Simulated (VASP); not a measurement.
# Bi2Se3 (I4/mmm) in VASP: further runs

Runs on Bi2Se3. Level: PBE. Tasks: single point.

Everything below comes from runs of VASP 6.6.1. Logs are shortened: lines on timing, memory, paths and dates and some standing lists are left out, and cuts for length are marked.

## (1) The cell of the first run

It takes space group I4/mmm (No. 139, tetragonal). The conventional cell has a = 6.060 Å, b = 6.060 Å, c = 8.076 Å, α = 90.00°, β = 90.00°, γ = 90.00°. Bi (site symmetry -4m2) has 2 Se at 2.02 Å within 2.7 Å. Within 2.7 Å of Se (site symmetry mmm) lie 2 Bi at 2.02 Å. Se (site symmetry 4/mmm) has 4 Se at 3.03 Å and 8 Bi at 3.64 Å within 4.0 Å.

The cell was built from a structure type or drawn by symmetry, and may not be a known phase.

## (2) Single point, PBE

The input, INCAR:

```
ALGO = Normal ; EDIFF = 1E-6
ENCUT = 520 ; GGA = PE
ISIF = 2 ; ISMEAR = 0
LASPH = True ; LCHARG = False
LREAL = False ; LWAVE = False
NBANDS = 32 ; NELM = 60
PREC = Accurate ; SIGMA = 0.1
```

The input, KPOINTS:

```
k-points
0
Gamma
  4 4 4
```

The input, POSCAR:

```
Bi2Se3
1.0
   -3.0298704800      3.0298704800      4.0382446000
    3.0298704800     -3.0298704800      4.0382446000
    3.0298704800      3.0298704800     -4.0382446000
Bi Se
2 3
Direct
    0.7500000000      0.2500000000      0.5000000000
    0.2500000000      0.7500000000      0.5000000000
    0.5000000000      0.0000000000      0.5000000000
    0.0000000000      0.5000000000      0.5000000000
    0.5000000000      0.5000000000      0.0000000000
```

Potentials or basis: VASP PAW PBE potentials, release 64 (Bi_d, Se).

On the command line:

```console
cat potpaw_PBE.64/Bi_d/POTCAR potpaw_PBE.64/Se/POTCAR > POTCAR
mpirun -np 1 vasp_std > vasp.out
```

OUTCAR:

```text
EDIFF = 1E-6
   ENCUT = 520
   GGA = PE
   ISIF = 2
   ISMEAR = 0
   LASPH = True
   LREAL = False
   NELM = 60
   PREC = Accurate

 ion  position               nearest neighbor table
   1  0.750  0.250  0.500-   3 2.02   4 2.02
   2  0.250  0.750  0.500-   3 2.02   4 2.02
   3  0.500  0.000  0.500-   1 2.02   2 2.02
   4  0.000  0.500  0.500-   1 2.02   2 2.02
   5  0.500  0.500  0.000-

  LATTYP: Found a body centered tetragonal cell.
 ALAT       =     6.0597409600
 C/A-ratio  =     1.3328109656

  Lattice vectors:

 A1 = (  -3.0298704800,   3.0298704800,   4.0382446000)
 A2 = (   3.0298704800,  -3.0298704800,   4.0382446000)
 A3 = (   3.0298704800,   3.0298704800,  -4.0382446000)

Analysis of symmetry for initial positions (statically):
=====================================================================
 Subroutine PRICEL returns:
 Original cell was already a primitive cell.

 Routine SETGRP: Setting up the symmetry group for a
 body centered tetragonal supercell.

 Subroutine GETGRP returns: Found 16 space group operations
 (whereof 16 operations were pure point group operations)
 out of a pool of 16 trial point group operations.

The static configuration has the point symmetry D_4h.

Analysis of symmetry for dynamics (positions and initial velocities):
=====================================================================
 Subroutine PRICEL returns:
 Original cell was already a primitive cell.

 Routine SETGRP: Setting up the symmetry group for a
 body centered tetragonal supercell.

 Subroutine GETGRP returns: Found 16 space group operations
 (whereof 16 operations were pure point group operations)
 out of a pool of 16 trial point group operations.

The dynamic configuration has the point symmetry D_4h.

 Subroutine INISYM returns: Found 16 space group operations
 (whereof 16 operations are pure point group operations),
 and found     1 'primitive' translations

----------------------------------------------------------------------------------------

                                     Primitive cell

  volume of cell :     148.2862

  direct lattice vectors                    reciprocal lattice vectors
    -3.029870480  3.029870480  4.038244600     0.000000000  0.165023556  0.123816175
     3.029870480 -3.029870480  4.038244600     0.165023556  0.000000000  0.123816175
     3.029870480  3.029870480 -4.038244600     0.165023556  0.165023556  0.000000000

  length of vectors
     5.887924057  5.887924057  5.887924057     0.206308553  0.206308553  0.233378551

  position of ions in fractional coordinates (direct lattice)
     0.750000000  0.250000000  0.500000000
     0.250000000  0.750000000  0.500000000
     0.500000000  0.000000000  0.500000000
     0.000000000  0.500000000  0.500000000
     0.500000000  0.500000000  0.000000000

  ion indices of the primitive-cell ions
   primitive index   ion index
                 1           1
                 2           2
                 3           3
                 4           4
                 5           5

----------------------------------------------------------------------------------------

 KPOINTS: k-points

Automatic generation of k-mesh.
 Grid dimensions read from file:
 generate k-points for:    4    4    4

 Generating k-lattice:

  Cartesian coordinates                     Fractional coordinates (reciprocal lattice)
     0.000000000  0.041255889  0.030954044     0.250000000  0.000000000 -0.000000000
     0.041255889  0.000000000  0.030954044     0.000000000  0.250000000 -0.000000000
     0.041255889  0.041255889  0.000000000     0.000000000  0.000000000  0.250000000

  Length of vectors
     0.051577138  0.051577138  0.058344638

  Shift w.r.t. Gamma in fractional coordinates (k-lattice)
     0.000000000  0.000000000  0.000000000

 Subroutine IBZKPT returns following result:
 ===========================================

 Found     13 irreducible k-points:

 Following reciprocal coordinates:
            Coordinates               Weight
  0.000000  0.000000  0.000000      1.000000
  0.250000  0.000000 -0.000000      8.000000
  0.500000  0.000000 -0.000000      4.000000
  0.250000  0.250000 -0.000000      8.000000
  0.500000  0.250000 -0.000000     16.000000
 -0.250000  0.250000  0.000000      4.000000
  0.500000  0.500000 -0.000000      2.000000
  0.250000  0.250000  0.250000      2.000000
 -0.250000  0.250000  0.250000      4.000000
  0.500000  0.500000  0.250000      4.000000
 -0.250000  0.500000  0.250000      8.000000
 -0.250000 -0.250000  0.250000      2.000000
  0.500000  0.500000  0.500000      1.000000
   k-points           NKPTS =     13   k-points in BZ     NKDIM =     13   number of bands    NBANDS=     32
   number of dos      NEDOS =    301   number of ions     NIONS =      5
   total plane-waves  NPLWV = 110592
   dimension x,y,z NGX =    48 NGY =   48 NGZ =   48
   dimension x,y,z NGXF=    96 NGYF=   96 NGZF=   96
   ions per type =               2   3
   NGX,Y,Z   is equivalent  to a cutoff of  13.55, 13.55, 13.55 a.u.
   NGXF,Y,Z  is equivalent  to a cutoff of  27.11, 27.11, 27.11 a.u.
 SYSTEM =  unknown system
   PREC   = accura    normal or accurate (medium, high low for compatibility)
   ISTART =      0    job   : 0-new  1-cont  2-samecut
   ICHARG =      2    charge: 1-file 2-atom 10-const
   ISPIN  =      1    spin polarized calculation?
   LNONCOLLINEAR =      F non collinear calculations
   LSORBIT =      F    spin-orbit coupling
   LASPH  =      T    aspherical Exc in radial PAW
   ENCUT  =  520.0 eV  38.22 Ry    6.18 a.u.  10.95 10.95 10.95*2*pi/ulx,y,z
   NELM   =     60;   NELMIN=  2; NELMDL= -5     # of ELM steps
   EDIFF  = 0.1E-05   stopping-criterion for ELM
   LREAL  =      F    real-space projection
   EDIFFG = 0.1E-04   stopping-criterion for IOM
   NSW    =      0    number of steps for IOM
   IBRION =     -1    ionic relax: 0-MD 1-quasi-New 2-CG
   NFREE  =      0    steps in history (QN), initial steepest desc. (CG)
   ISIF   =      2    stress and relaxation
   ISYM   =      2    0-nonsym 1-usesym 2-fastsym
   POTIM  = 0.5000    time-step for ionic-motion
   TEBEG  =    0.0;   TEEND  =   0.0 temperature during run
   PSTRESS=    0.0 pullay stress
   NELECT =      48.0000    total number of electrons
   NUPDOWN=      -1.0000    fix difference up-down
   EMIN   =  10.00;   EMAX   =-10.00  energy-range for DOS
   EFERMI =   0.00;   METHOD = LEGACY
   ISMEAR =     0;   SIGMA  =   0.10  broadening in eV -4-tet -1-fermi 0-gaus
   EFERMI_NEDOS =   21; number of points for ismear=-14 and -15
   IALGO  =     38    algorithm
   IMIX   =      4    mixing-type and parameters
     AMIX     =   0.40;   BMIX     =  1.00
     AMIX_MAG =   1.60;   BMIX_MAG =  1.00
  volume/ion in A,a.u.               =      29.66       200.14
  Fermi-wavevector in a.u.,A,eV,Ry     =   1.124057  2.124160 17.191017  1.263504
  Thomas-Fermi vector in A             =   2.260727
   LORBIT       =      0    0 simple, 1 ext, 2 COOP (PROOUT), +10 PAW based schemes
   GGA     = PE    functional components
   LHFCALC =     F    Hartree Fock is set to
   AEXX    =    0.0000 exact exchange contribution
   IVDW    =     0    specifies the selected vdW correction
   LEPSILON=     F    determine dielectric tensor
   LRPA    =     F    only Hartree local field effects (RPA)
 non-spin polarized calculation
 Gauss-broadening in eV      SIGMA  =   0.10
  energy-cutoff  :      520.00
  volume of cell :      148.29
 maximum number of plane-waves:      4017
 NGX is ok and might be reduce to    48
   NGX = 21   NGY = 21   NGZ = 21

 number of electron      48.0000000 magnetization

 Free energy of the ion-electron system (eV)
  ---------------------------------------------------
  ext. energy  EPLUGINS =         0.00000000
  ---------------------------------------------------
  free energy    TOTEN  =         2.48050447 eV

  energy without entropy =        2.51352302  energy(sigma->0) =        2.49701374

 E-fermi :   5.0438     XC(G=0):  -8.8432

 val. band max:        5.0207351197   @ k =  -0.2500   0.2500   0.2500
 cond. band min:       5.0520148086   @ k =   0.5000   0.2500  -0.0000
 fundamental gap:      0.0312796888
 Fermi energy:         5.0438427270

 k-point     1 :       0.0000    0.0000    0.0000
  band No.  band energies     occupation
      1     -20.8509      2.00000
      2     -20.5238      2.00000
      3     -19.2993      2.00000
      4     -19.2993      2.00000
      5     -19.2229      2.00000
      6     -19.2229      2.00000
[... 24 lines left out ...]
     31      11.2549      0.00000
     32      12.1861      0.00000

 k-point     2 :       0.2500    0.0000   -0.0000
  band No.  band energies     occupation
      1     -20.8056      2.00000
      2     -20.5745      2.00000
      3     -19.2882      2.00000
      4     -19.2880      2.00000
      5     -19.2341      2.00000
      6     -19.2340      2.00000
[... 24 lines left out ...]
     31      11.1023      0.00000
     32      12.2431      0.00000

 k-point     3 :       0.5000    0.0000   -0.0000
  band No.  band energies     occupation
      1     -20.6928      2.00000
      2     -20.6927      2.00000
      3     -19.2613      2.00000
      4     -19.2611      2.00000
      5     -19.2608      2.00000
      6     -19.2608      2.00000
[... 24 lines left out ...]
     31      10.5366      0.00000
     32      11.5649      0.00000

 k-point     4 :       0.2500    0.2500   -0.0000
  band No.  band energies     occupation
      1     -20.6937      2.00000
      2     -20.6918      2.00000
      3     -19.2634      2.00000
      4     -19.2612      2.00000
      5     -19.2607      2.00000
      6     -19.2586      2.00000
[... 24 lines left out ...]
     31      11.1085      0.00000
     32      11.2572      0.00000

 k-point     5 :       0.5000    0.2500   -0.0000
  band No.  band energies     occupation
      1     -20.8040      2.00000
      2     -20.5755      2.00000
      3     -19.2886      2.00000
      4     -19.2843      2.00000
      5     -19.2370      2.00000
      6     -19.2338      2.00000
[... 24 lines left out ...]
     31      10.9298      0.00000
     32      11.5827      0.00000

 k-point     6 :      -0.2500    0.2500    0.0000
  band No.  band energies     occupation
      1     -20.8496      2.00000
      2     -20.5244      2.00000
      3     -19.2998      2.00000
      4     -19.2966      2.00000
      5     -19.2249      2.00000
      6     -19.2228      2.00000
[... 24 lines left out ...]
     31      11.1850      0.00000
     32      11.6674      0.00000

 k-point     7 :       0.5000    0.5000   -0.0000
  band No.  band energies     occupation
      1     -20.8484      2.00000
      2     -20.5250      2.00000
      3     -19.3002      2.00000
      4     -19.2938      2.00000
      5     -19.2269      2.00000
      6     -19.2226      2.00000
[... 24 lines left out ...]
     31      11.5523      0.00000
     32      11.8038      0.00000

 k-point     8 :       0.2500    0.2500    0.2500
  band No.  band energies     occupation
      1     -20.6927      2.00000
      2     -20.6927      2.00000
      3     -19.2641      2.00000
      4     -19.2633      2.00000
      5     -19.2585      2.00000
      6     -19.2583      2.00000
[... 24 lines left out ...]
     31      10.7773      0.00000
     32      12.0458      0.00000

 k-point     9 :      -0.2500    0.2500    0.2500
  band No.  band energies     occupation
      1     -20.8485      2.00000
      2     -20.5250      2.00000
      3     -19.2971      2.00000
      4     -19.2968      2.00000
      5     -19.2247      2.00000
      6     -19.2247      2.00000
[... 24 lines left out ...]
     31      10.8966      0.00000
     32      11.8109      0.00000

 k-point    10 :       0.5000    0.5000    0.2500
  band No.  band energies     occupation
      1     -20.8472      2.00000
      2     -20.5256      2.00000
      3     -19.2973      2.00000
      4     -19.2940      2.00000
      5     -19.2267      2.00000
      6     -19.2246      2.00000
[... 24 lines left out ...]
     31      11.5982      0.00000
     32      11.6666      0.00000

 k-point    11 :      -0.2500    0.5000    0.2500
  band No.  band energies     occupation
      1     -20.8024      2.00000
      2     -20.5765      2.00000
      3     -19.2847      2.00000
      4     -19.2847      2.00000
      5     -19.2367      2.00000
      6     -19.2367      2.00000
[... 24 lines left out ...]
     31      11.0121      0.00000
     32      11.7512      0.00000

 k-point    12 :      -0.2500   -0.2500    0.2500
  band No.  band energies     occupation
      1     -20.6946      2.00000
      2     -20.6909      2.00000
      3     -19.2631      2.00000
      4     -19.2631      2.00000
      5     -19.2588      2.00000
      6     -19.2588      2.00000
[... 24 lines left out ...]
     31       9.7887      0.00000
     32      12.7391      0.00000

 k-point    13 :       0.5000    0.5000    0.5000
  band No.  band energies     occupation
      1     -20.8460      2.00000
      2     -20.5261      2.00000
      3     -19.2943      2.00000
      4     -19.2943      2.00000
      5     -19.2265      2.00000
      6     -19.2265      2.00000
[... 24 lines left out ...]
     31      11.0273      0.00000
     32      11.3904      0.00000

------------------------ aborting loop because EDIFF is reached ----------------------------------------

  FORCE on cell =-STRESS in cart. coord.  units (eV):
  Direction    XX          YY          ZZ          XY          YZ          ZX
  --------------------------------------------------------------------------------------
  -------------------------------------------------------------------------------------
  Total        2.7245066      2.7245066    161.3288328      0.0000000      0.0000000      0.0000000
  in kB       29.4372822     29.4372822   1743.0981183      0.0000000      0.0000000      0.0000000
  external PRESSURE =     600.6575609 kB  Pullay stress =       0.0000000 kB

 VOLUME and BASIS-vectors are now :
 -----------------------------------------------------------------------------
  energy-cutoff  :      520.00
  volume of cell :      148.29
      direct lattice vectors                 reciprocal lattice vectors
    -3.029870480  3.029870480  4.038244600     0.000000000  0.165023556  0.123816175
     3.029870480 -3.029870480  4.038244600     0.165023556  0.000000000  0.123816175
     3.029870480  3.029870480 -4.038244600     0.165023556  0.165023556  0.000000000

 POSITION                                       TOTAL-FORCE (eV/Angst)
 -----------------------------------------------------------------------------------
     -0.00000      3.02987      2.01912        -0.000000      0.000000     -0.000000
      3.02987     -0.00000      2.01912        -0.000000     -0.000000      0.000000
      0.00000      3.02987      0.00000         0.000000     -0.000000      0.000000
      3.02987      0.00000      0.00000         0.000000     -0.000000      0.000000
      0.00000      0.00000      4.03824         0.000000     -0.000000      0.000000
 -----------------------------------------------------------------------------------
    total drift:                               -0.000000     -0.000000      0.000000

  FREE ENERGIE OF THE ION-ELECTRON SYSTEM (eV)
  ---------------------------------------------------
  free  energy   TOTEN  =         2.4805044654 eV

  energy  without entropy=        2.5135230224  energy(sigma->0) =        2.49701374
```

It took 76 s on 1 thread of AMD EPYC 9R14 (Zen 4), shared host; peak memory 0.3 GiB.

What came out:

```
Free energy            : 2.4805 eV
Pressure               : 60.1 GPa
Band gap on the k mesh : zero (bands 24 and 25 overlap by 1.67 eV)
```

Caveat: the cell stands under pressure; spin-orbit coupling is left out, which moves the levels of the heavy elements.

## (3) Single point, PBE

This run uses another cell than the first one, of 31.53 Å³/atom.

The input, INCAR:

```
PREC = Accurate
ENCUT = 520
EDIFF = 1E-6
ISMEAR = 0
SIGMA = 0.1
LREAL = F
LASPH = T
NELM = 80
ALGO = Normal
ISIF = 2
LWAVE = F
LCHARG = F
GGA = PE
NBANDS = 32
```

The input, KPOINTS:

```
regular mesh
0
Gamma
  4 4 4
```

POSCAR, as its differences from that of step 2:

```diff
@@ -2,5 +2,5 @@
 1.0
-   -3.0298704800      3.0298704800      4.0382446000
-    3.0298704800     -3.0298704800      4.0382446000
-    3.0298704800      3.0298704800     -4.0382446000
+   -2.6211341756      2.6211341756      5.7365774578
+    2.6211341756     -2.6211341756      5.7365774578
+    2.6211341756      2.6211341756     -5.7365774578
 Bi Se
```

Potentials or basis: VASP PAW PBE potentials, release 64 (Bi_d, Se).

On the command line:

```console
cat potpaw_PBE.64/Bi_d/POTCAR potpaw_PBE.64/Se/POTCAR > POTCAR
mpirun -np 1 vasp_std > vasp.out
```

Run time: 1.7 min. Hardware: 1 thread of AMD EPYC 9R14 (Zen 4), shared host; peak memory 0.36 GiB.

Results (log left out):

* Free energy: -17.3712 eV
* Pressure: -0.1 GPa
* Band gap on the k mesh: zero (bands 24 and 25 overlap by 0.50 eV)

Stress tensor (GPa, compression positive):
```
-0.21  0.00  0.00
 0.00 -0.21  0.00
 0.00  0.00  0.00
```

Levels at points of the mesh, in eV from the Fermi level:
```csv
k point,band 22,band 23,band 24,band 25,band 26,band 27
"(0.00, 0.00, 0.00)",-1.01,-0.58,-0.42,1.65,2.82,2.82
"(0.50, 0.00, 0.00)",-1.06,-0.10,-0.07,-0.01,0.21,1.01
"(0.50, 0.50, 0.00)",-0.89,-0.84,-0.84,-0.09,0.08,0.84
"(0.50, 0.50, 0.50)",-0.33,-0.33,-0.17,0.19,2.16,2.16
```

Caveat: spin-orbit coupling is left out, which moves the levels of the heavy elements.

[end of part 1 of 2]
